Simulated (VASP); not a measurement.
# SnO2 (P1) in VASP: further runs

SnO2 is run at these levels: PBE; tasks: single point.

Everything below comes from runs of VASP 6.6.1. Logs are shortened: lines on timing, memory, paths and dates and some standing lists are left out, and cuts for length are marked.

### Step 1. The cell of the first run

The typed cell holds 6 atoms: a = 4.925 Å, b = 4.783 Å, c = 3.272 Å, α = 92.92°, β = 91.96°, γ = 90.80°.

### Step 2. Single point, PBE

Input file INCAR:

```
SYSTEM = SnO2
PREC = Accurate
ENCUT = 520
EDIFF = 1E-7
ISMEAR = 0
SIGMA = 0.05
LREAL = .FALSE.
LASPH = .TRUE.
NELM = 60
ALGO = Normal
ISIF = 2
LWAVE = .FALSE.
LCHARG = .FALSE.
GGA = PE
NBANDS = 35
```

Input file KPOINTS:

```
Automatic mesh
0
G
  6 6 8
  0 0 0
```

Input file POSCAR:

```
SnO2
1.0
    4.9239654896     -0.0347625180     -0.0842565201
   -0.0347625180      4.7813412939     -0.1234993782
   -0.0565117067     -0.0828322915      3.2700265711
Sn O
2 4
Direct
    0.0076830809      0.0168612823      0.0056426586
    0.5000331334      0.5105579917      0.5034610990
    0.3245478624      0.2798225462     -0.0116093884
    0.1763751458      0.8094190694      0.5131774780
    0.6909837710      0.6742914105     -0.0006569141
    0.8003770065      0.2090476999      0.4899850670
```

Potentials or basis: VASP PAW PBE potentials, release 64 (Sn_d, O).

The run is started by

```sh
$ cat potpaw_PBE.64/Sn_d/POTCAR potpaw_PBE.64/O/POTCAR > POTCAR
$ mpirun -np 1 vasp_std > vasp.out
```

OUTCAR:

```text
SYSTEM = SnO2
   PREC = Accurate
   ENCUT = 520
   EDIFF = 1E-7
   ISMEAR = 0
   LREAL = .FALSE.
   LASPH = .TRUE.
   NELM = 60
   ISIF = 2
   GGA = PE

 ion  position               nearest neighbor table
   1  0.008  0.017  0.006-   3 1.99   4 2.05   6 2.09   4 2.13   6 2.19   5 2.25   2 3.65   2 3.74

   2  0.500  0.511  0.503-   5 1.97   6 2.08   5 2.11   3 2.12   4 2.16   3 2.17   1 3.65   1 3.74

   3  0.325  0.280  0.988-   1 1.99   2 2.12   2 2.17
   4  0.176  0.809  0.513-   1 2.05   1 2.13   2 2.16
   5  0.691  0.674  0.999-   2 1.97   2 2.11   1 2.25
   6  0.800  0.209  0.490-   2 2.08   1 2.09   1 2.19

  LATTYP: Found a triclinic cell.
 ALAT       =     3.2715636227
 B/A-ratio  =     1.8354794853
 C/A-ratio  =     1.4620110948
 COS(alpha) =     0.0163971865
 COS(beta)  =     0.0509922347
 COS(gamma) =     0.5728591619

  Lattice vectors:

 A1 = (  -0.0565117067,  -0.0828322915,   3.2700265711)
 A2 = (  -4.9804771963,  -0.0480697735,   3.3542830912)
 A3 = (   0.0347625180,  -4.7813412939,   0.1234993782)

Analysis of symmetry for initial positions (statically):
=====================================================================
 Subroutine PRICEL returns:
 Original cell was already a primitive cell.

 Routine SETGRP: Setting up the symmetry group for a
 triclinic supercell.

 Subroutine GETGRP returns: Found  1 space group operations
 (whereof  1 operations were pure point group operations)
 out of a pool of  2 trial point group operations.

The static configuration has the point symmetry C_1 .

Analysis of symmetry for dynamics (positions and initial velocities):
=====================================================================
 Subroutine PRICEL returns:
 Original cell was already a primitive cell.

 Routine SETGRP: Setting up the symmetry group for a
 triclinic supercell.

 Subroutine GETGRP returns: Found  1 space group operations
 (whereof  1 operations were pure point group operations)
 out of a pool of  2 trial point group operations.

The dynamic configuration has the point symmetry C_1 .

 Subroutine INISYM returns: Found  1 space group operations
 (whereof  1 operations are pure point group operations),
 and found     1 'primitive' translations

----------------------------------------------------------------------------------------

                                     Primitive cell

  volume of cell :      76.9092

  direct lattice vectors                    reciprocal lattice vectors
     4.923965490 -0.034762518 -0.084256520     0.203160178  0.001568779  0.003550697
    -0.034762518  4.781341294 -0.123499378     0.001568779  0.209295377  0.005328724
    -0.056511707 -0.082832292  3.270026571     0.005293936  0.007944898  0.306100651

  length of vectors
     4.924809005  4.783062314  3.271563623     0.203197260  0.209369079  0.306249500

  position of ions in fractional coordinates (direct lattice)
     0.007683081  0.016861282  0.005642659
     0.500033133  0.510557992  0.503461099
     0.324547862  0.279822546  0.988390612
     0.176375146  0.809419069  0.513177478
     0.690983771  0.674291410  0.999343086
     0.800377006  0.209047700  0.489985067

  ion indices of the primitive-cell ions
   primitive index   ion index
                 1           1
                 2           2
                 3           3
                 4           4
                 5           5
                 6           6

----------------------------------------------------------------------------------------

 KPOINTS: Automatic mesh

Automatic generation of k-mesh.
 Grid dimensions read from file:
 generate k-points for:    6    6    8

 Generating k-lattice:

  Cartesian coordinates                     Fractional coordinates (reciprocal lattice)
     0.033860030  0.000261463  0.000591783     0.166666667 -0.000000000  0.000000000
     0.000261463  0.034882563  0.000888121     0.000000000  0.166666667  0.000000000
     0.000661742  0.000993112  0.038262581    -0.000000000  0.000000000  0.125000000

  Length of vectors
     0.033866210  0.034894846  0.038281187

  Shift w.r.t. Gamma in fractional coordinates (k-lattice)
     0.000000000  0.000000000  0.000000000

 Subroutine IBZKPT returns following result:
 ===========================================

 Found    148 irreducible k-points:

 Following reciprocal coordinates:
            Coordinates               Weight
  0.000000  0.000000  0.000000      1.000000
  0.166667  0.000000  0.000000      2.000000
  0.333333  0.000000 -0.000000      2.000000
  0.500000  0.000000 -0.000000      1.000000
 -0.000000  0.166667 -0.000000      2.000000
  0.166667  0.166667  0.000000      2.000000
[... 16 lines left out ...]
  0.333333  0.000000  0.125000      2.000000
  0.500000  0.000000  0.125000      2.000000
 [... further k-points ...]
   k-points           NKPTS =    148   k-points in BZ     NKDIM =    148   number of bands    NBANDS=     35
   number of dos      NEDOS =    301   number of ions     NIONS =      6
   total plane-waves  NPLWV =  34560
   dimension x,y,z NGX =    40 NGY =   36 NGZ =   24
   dimension x,y,z NGXF=    80 NGYF=   72 NGZF=   48
   ions per type =               2   4
   NGX,Y,Z   is equivalent  to a cutoff of  13.50, 12.51, 12.20 a.u.
   NGXF,Y,Z  is equivalent  to a cutoff of  27.01, 25.03, 24.39 a.u.
 SYSTEM =  SnO2
   PREC   = accura    normal or accurate (medium, high low for compatibility)
   ISTART =      0    job   : 0-new  1-cont  2-samecut
   ICHARG =      2    charge: 1-file 2-atom 10-const
   ISPIN  =      1    spin polarized calculation?
   LNONCOLLINEAR =      F non collinear calculations
   LSORBIT =      F    spin-orbit coupling
   LASPH  =      T    aspherical Exc in radial PAW
   ENCUT  =  520.0 eV  38.22 Ry    6.18 a.u.   9.16  8.89  6.08*2*pi/ulx,y,z
   NELM   =     60;   NELMIN=  2; NELMDL= -5     # of ELM steps
   EDIFF  = 0.1E-06   stopping-criterion for ELM
   LREAL  =      F    real-space projection
   EDIFFG = 0.1E-05   stopping-criterion for IOM
   NSW    =      0    number of steps for IOM
   IBRION =     -1    ionic relax: 0-MD 1-quasi-New 2-CG
   NFREE  =      0    steps in history (QN), initial steepest desc. (CG)
   ISIF   =      2    stress and relaxation
   ISYM   =      2    0-nonsym 1-usesym 2-fastsym
   POTIM  = 0.5000    time-step for ionic-motion
   TEBEG  =    0.0;   TEEND  =   0.0 temperature during run
   PSTRESS=    0.0 pullay stress
   NELECT =      52.0000    total number of electrons
   NUPDOWN=      -1.0000    fix difference up-down
   EMIN   =  10.00;   EMAX   =-10.00  energy-range for DOS
   EFERMI =   0.00;   METHOD = LEGACY
   ISMEAR =     0;   SIGMA  =   0.05  broadening in eV -4-tet -1-fermi 0-gaus
   EFERMI_NEDOS =   21; number of points for ismear=-14 and -15
   IALGO  =     38    algorithm
   IMIX   =      4    mixing-type and parameters
     AMIX     =   0.40;   BMIX     =  1.00
     AMIX_MAG =   1.60;   BMIX_MAG =  1.00
  volume/ion in A,a.u.               =      12.82        86.50
  Fermi-wavevector in a.u.,A,eV,Ry     =   1.436867  2.715285 28.090405  2.064587
  Thomas-Fermi vector in A             =   2.556008
   LORBIT       =      0    0 simple, 1 ext, 2 COOP (PROOUT), +10 PAW based schemes
   GGA     = PE    functional components
   LHFCALC =     F    Hartree Fock is set to
   AEXX    =    0.0000 exact exchange contribution
   IVDW    =     0    specifies the selected vdW correction
   LEPSILON=     F    determine dielectric tensor
   LRPA    =     F    only Hartree local field effects (RPA)
 non-spin polarized calculation
 Gauss-broadening in eV      SIGMA  =   0.05
  energy-cutoff  :      520.00
  volume of cell :       76.91
 maximum number of plane-waves:      2089
 NGX is ok and might be reduce to    40
   NGX = 19   NGY = 17   NGZ = 13

 number of electron      52.0000000 magnetization

 Free energy of the ion-electron system (eV)
  ---------------------------------------------------
  ext. energy  EPLUGINS =         0.00000000
  ---------------------------------------------------
  free energy    TOTEN  =       -36.89014152 eV

  energy without entropy =      -36.89014152  energy(sigma->0) =      -36.89014152

 E-fermi :   5.5867     XC(G=0): -10.8795

 val. band max:        5.3141898653   @ k =   0.0000   0.0000   0.0000
 cond. band min:       5.8651046837   @ k =   0.0000   0.0000   0.0000
 fundamental gap:      0.5509148184
 Fermi energy:         5.5866742725

 k-point     1 :       0.0000    0.0000    0.0000
  band No.  band energies     occupation
      1     -15.7096      2.00000
      2     -15.1092      2.00000
      3     -14.9034      2.00000
      4     -14.8960      2.00000
      5     -14.8623      2.00000
      6     -14.8216      2.00000
[... 27 lines left out ...]
     34      16.7247      0.00000
     35      17.4551      0.00000

 k-point     2 :       0.1667    0.0000    0.0000
  band No.  band energies     occupation
      1     -15.6758      2.00000
      2     -15.1466      2.00000
      3     -14.9072      2.00000
      4     -14.8938      2.00000
      5     -14.8626      2.00000
      6     -14.8352      2.00000
[... 27 lines left out ...]
     34      16.9331      0.00000
     35      17.4098      0.00000

 k-point     3 :       0.3333    0.0000   -0.0000
  band No.  band energies     occupation
      1     -15.5802      2.00000
      2     -15.2610      2.00000
      3     -14.9135      2.00000
      4     -14.8896      2.00000
      5     -14.8665      2.00000
      6     -14.8490      2.00000
[... 27 lines left out ...]
     34      17.2015      0.00000
     35      17.3775      0.00000
[... 723 lines left out ...]
 k-point    23 :       0.3333    0.0000    0.1250
  band No.  band energies     occupation
      1     -15.5249      2.00000
      2     -15.2740      2.00000
      3     -14.9915      2.00000
      4     -14.9502      2.00000
      5     -14.8530      2.00000
      6     -14.8286      2.00000
[... 27 lines left out ...]
     34      17.1397      0.00000
     35      17.4458      0.00000

 k-point    24 :       0.5000    0.0000    0.1250
  band No.  band energies     occupation
      1     -15.4367      2.00000
      2     -15.3724      2.00000
      3     -14.9939      2.00000
      4     -14.9556      2.00000
      5     -14.8434      2.00000
      6     -14.8341      2.00000
[... 27 lines left out ...]
     34      17.1847      0.00000
     35      17.3656      0.00000

 [... further k-points ...]
[... 5 lines left out ...]
  --------------------------------------------------------------------------------------
  -------------------------------------------------------------------------------------
  Total       -0.3012017      0.1874764     -0.8200409      1.8844953      2.5271542      1.5110818
  in kB       -6.2746533      3.9055221    -17.0831470     39.2579342     52.6458474     31.4789577
  external PRESSURE =      -6.4840927 kB  Pullay stress =       0.0000000 kB

 VOLUME and BASIS-vectors are now :
 -----------------------------------------------------------------------------
  energy-cutoff  :      520.00
  volume of cell :       76.91
      direct lattice vectors                 reciprocal lattice vectors
     4.923965490 -0.034762518 -0.084256520     0.203160178  0.001568779  0.003550697
    -0.034762518  4.781341294 -0.123499378     0.001568779  0.209295377  0.005328724
    -0.056511707 -0.082832292  3.270026571     0.005293936  0.007944898  0.306100651

 POSITION                                       TOTAL-FORCE (eV/Angst)
 -----------------------------------------------------------------------------------
      0.03693      0.07989      0.01572        -1.740652     -0.569165      0.095867
      2.41595      2.38207      1.54115        -0.762880     -0.640164     -0.990735
      1.53248      1.24477      3.17016         0.364593      1.181850      0.272350
      0.81133      3.82147      1.56328         0.465470     -0.650369     -0.601870
      3.32247      3.11722      3.12638         0.835403      1.553422      0.910500
      3.90607      0.93112      1.50901         0.838067     -0.875574      0.313889
 -----------------------------------------------------------------------------------
    total drift:                               -0.000007      0.000982      0.000033

  FREE ENERGIE OF THE ION-ELECTRON SYSTEM (eV)
  ---------------------------------------------------
  free  energy   TOTEN  =       -36.8901415158 eV

  energy  without entropy=      -36.8901415158  energy(sigma->0) =      -36.89014152
```

It took 3.4 min on 1 thread of Intel Xeon Platinum 8488C (Sapphire Rapids), shared host; peak memory 0.4 GiB.

Results:

```
Free energy            : -36.8901 eV
Pressure               : -0.6 GPa
Largest force          : 1.985 eV/Å
Band gap on the k mesh : 0.55 eV
```

Forces on the atoms (eV/Å):
```
Sn  -1.741 -0.569  0.096
Sn  -0.763 -0.640 -0.991
O    0.365  1.182  0.272
O    0.465 -0.650 -0.602
O    0.835  1.553  0.910
O    0.838 -0.876  0.314
```

Caveat: spin-orbit coupling is left out, which moves the levels of the heavy elements; forces of over 1 eV/Å act on the atoms, so gaps and moduli don't describe the material at rest.

### Step 3. Single point, PBE (atoms moved at random and the cell strained at random)

Input file INCAR:

```
SYSTEM = SnO2
  PREC = Accurate
  ENCUT = 520
  EDIFF = 1E-6
  ISMEAR = 0
  SIGMA = 0.05
  LREAL = .False.
  LASPH = .True.
  NELM = 60
  ALGO = Normal
  ISIF = 2
  LWAVE = .False.
  LCHARG = .False.
  GGA = PE
  NBANDS = 35
```

Input file KPOINTS:

```
Automatic mesh
0
Gamma
  6 6 8
  0 0 0
```

Input file POSCAR:

```
SnO2
1.0
    4.9815801224      0.0331081810      0.0239214520
    0.0331081810      4.9716937629     -0.0221362215
    0.0160443616     -0.0148469894      3.1817895954
Sn O
2 4
Direct
   -0.0396641440     -0.0020036592     -0.0775331418
    0.5057009385      0.4949116416      0.5050578475
    0.3127754824      0.2873047142     -0.0366439470
    0.1916582522      0.8675698270      0.4603029849
    0.6496695836      0.7374077287      0.0980490309
    0.8798598873      0.1148097477      0.5507672255
```

Potentials or basis: VASP PAW PBE potentials, release 64 (Sn_d, O).

The run is started by

```sh
$ cat potpaw_PBE.64/Sn_d/POTCAR potpaw_PBE.64/O/POTCAR > POTCAR
$ mpirun -np 1 vasp_std > vasp.out
```

OUTCAR:

```text
SYSTEM = SnO2
   PREC = Accurate
   ENCUT = 520
   EDIFF = 1E-6
   ISMEAR = 0
   LREAL = .False.
   LASPH = .True.
   NELM = 60
   ISIF = 2
   GGA = PE

 ion  position               nearest neighbor table
   1  0.960  0.998  0.922-   6 1.38   4 1.96   5 2.11   6 2.11   4 2.17   3 2.29   2 3.60   2 3.65

   2  0.506  0.495  0.505-   5 1.92   3 2.04   3 2.23   5 2.35   4 2.42   6 2.64   1 3.60   1 3.65

   3  0.313  0.287  0.963-   2 2.04   2 2.23   1 2.29
   4  0.192  0.868  0.460-   1 1.96   1 2.17   2 2.42
   5  0.650  0.737  0.098-   2 1.92   1 2.11   2 2.35
[... 1140 lines left out ...]
  -------------------------------------------------------------------------------------
  Total       11.1766805     14.5185968     50.1446918    -10.4516090    -22.1305057     10.6813858
  in kB      227.2580962    295.2100728   1019.6039135   -212.5150454   -449.9848218    217.1871506
  external PRESSURE =     514.0240275 kB  Pullay stress =       0.0000000 kB

 VOLUME and BASIS-vectors are now :
 -----------------------------------------------------------------------------
  energy-cutoff  :      520.00
  volume of cell :       78.80
      direct lattice vectors                 reciprocal lattice vectors
     4.981580122  0.033108181  0.023921452     0.200753326 -0.001341419 -0.001018570
     0.033108181  4.971693763 -0.022136222    -0.001341419  0.201151838  0.000945387
     0.016044362 -0.014846989  3.181789595    -0.001518644  0.001409531  0.314302773

 POSITION                                       TOTAL-FORCE (eV/Angst)
 -----------------------------------------------------------------------------------
      4.83183      4.97983      2.93598        15.472362    -20.017926     42.165904
      2.54368      2.46979      1.60813        -2.978476     -0.248288      0.987923
      1.58308      1.42444      3.06632         1.365945      1.458073      0.900432
      0.99087      4.31280      1.44997         4.156342     -5.465017     -1.988323
      3.26237      3.68622      0.31119         1.155341     -0.746642     -2.626575
      4.39573      0.59175      1.77093       -19.171513     25.019801    -39.439361
 -----------------------------------------------------------------------------------
    total drift:                                0.000481      0.000584     -0.001302

  FREE ENERGIE OF THE ION-ELECTRON SYSTEM (eV)
  ---------------------------------------------------
  free  energy   TOTEN  =       -24.1319161564 eV

  energy  without entropy=      -24.1317936597  energy(sigma->0) =      -24.13185491
```

OSZICAR:

```text
N       E                     dE             d eps       ncg     rms          rms(c)
DAV:   1     0.653695761175E+03    0.65370E+03   -0.25067E+04 11290   0.228E+03
DAV:   2     0.693812413616E+02   -0.58431E+03   -0.54949E+03 11256   0.602E+02
DAV:   3    -0.289188943922E+02   -0.98300E+02   -0.96341E+02 11387   0.211E+02
DAV:   4    -0.339325695934E+02   -0.50137E+01   -0.49803E+01 12508   0.527E+01
DAV:   5    -0.340588902177E+02   -0.12632E+00   -0.12622E+00 12336   0.874E+00    0.205E+01
DAV:   6    -0.241274188765E+02    0.99315E+01   -0.27409E+01 16156   0.894E+01    0.801E+00
DAV:   7    -0.242620281673E+02   -0.13461E+00   -0.49082E+00 11091   0.139E+01    0.397E+00
DAV:   8    -0.241576576749E+02    0.10437E+00   -0.28617E-01 15175   0.530E+00    0.181E+00
DAV:   9    -0.241323238829E+02    0.25334E-01   -0.74500E-02 14536   0.244E+00    0.393E-01
DAV:  10    -0.241312529052E+02    0.10710E-02   -0.15321E-02 16129   0.128E+00    0.201E-01
DAV:  11    -0.241316263325E+02   -0.37343E-03   -0.32713E-03 11862   0.504E-01    0.133E-01
DAV:  12    -0.241318907211E+02   -0.26439E-03   -0.72361E-04 14387   0.307E-01    0.450E-02
DAV:  13    -0.241319090099E+02   -0.18289E-04   -0.15061E-04 14309   0.130E-01    0.246E-02
DAV:  14    -0.241319163081E+02   -0.72983E-05   -0.37255E-05 12862   0.621E-02    0.995E-03
DAV:  15    -0.241319161564E+02    0.15175E-06   -0.54317E-06 12213   0.225E-02
   1 F= -.24131916E+02 E0= -.24131855E+02  d E =-.122497E-03
```

It took 3.9 min on 1 thread of Intel Xeon Platinum 8488C (Sapphire Rapids), shared host; peak memory 0.41 GiB.

Results:

```yaml
Free_energy: -24.1319 eV
Pressure: 51.4 GPa
Largest_force: 50.488 eV/Å
Band_gap_on_the_k_mesh: 0.08 eV (least direct gap 0.27 eV)
```

Forces in eV/Å, atoms in the order of the input:
```
Sn   15.472 -20.018  42.166
Sn   -2.978  -0.248   0.988
O     1.366   1.458   0.900
O     4.156  -5.465  -1.988
O     1.155  -0.747  -2.627
O   -19.172  25.020 -39.439
```

Stress tensor (GPa, compression positive):
```
 22.73 -21.25  21.72
-21.25  29.52 -45.00
 21.72 -45.00 101.96
```

Caveat: the cell differs from its parent crystal (atoms moved at random and the cell strained at random); atoms lie so close that the PAW spheres overlap strongly, which falsifies energies and pressures; the cell stands under pressure; spin-orbit coupling is left out, which moves the levels of the heavy elements; forces of over 1 eV/Å act on the atoms, so gaps and moduli don't describe the material at rest.
